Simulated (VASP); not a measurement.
Crystal: TaN.

```
Ta N
1.0
     0.00000    2.22040    2.22040
     2.22040    0.00000    2.22040
     2.22040    2.22040    0.00000
Ta N
1 1
Direct
  0.00000 0.00000 0.00000
  0.50000 0.50000 0.50000
```

```yaml
Program: VASP 6.6.1
Task: relaxation of cell and atoms
Functional: PBEsol
Potentials_or_basis: VASP PAW PBE potentials, release 64 (Ta_pv, N)
Cutoff: 600 eV
k_mesh: 8 × 8 × 8
Occupations: gaussian, width 0.1 eV
Spin: no spin polarisation
```

At the start: pressure -13.5 GPa; volume 10.95 Å³/atom.

How do energy, volume and symmetry change on relaxing?

Over 3 steps the energy falls by 19.4 meV/atom and the volume is 10.52 Å³/atom (-3.9 %); space group Fm-3m (No. 225, to 0.05 Å).

Step by step:
```
step  energy change (eV)  largest force (eV/Å)  pressure (GPa)  volume (Å³)
   1              0.0000                0.0000          -13.50        21.89
   2              0.1908                0.0000           42.08        19.10
   3             -0.0388                0.0000           -0.48        21.04
```

Final structure:
```xyz
2
Lattice="0.0000 2.1910 2.1910 2.1910 0.0000 2.1910 2.1910 2.1910 0.0000" Properties=species:S:1:pos:R:3 pbc="T T T"
Ta    0.0000    0.0000    0.0000
N     2.1910    2.1910    2.1910
```

Caveat: the PAW data sets were made with another functional, which shifts forces and pressure a little.
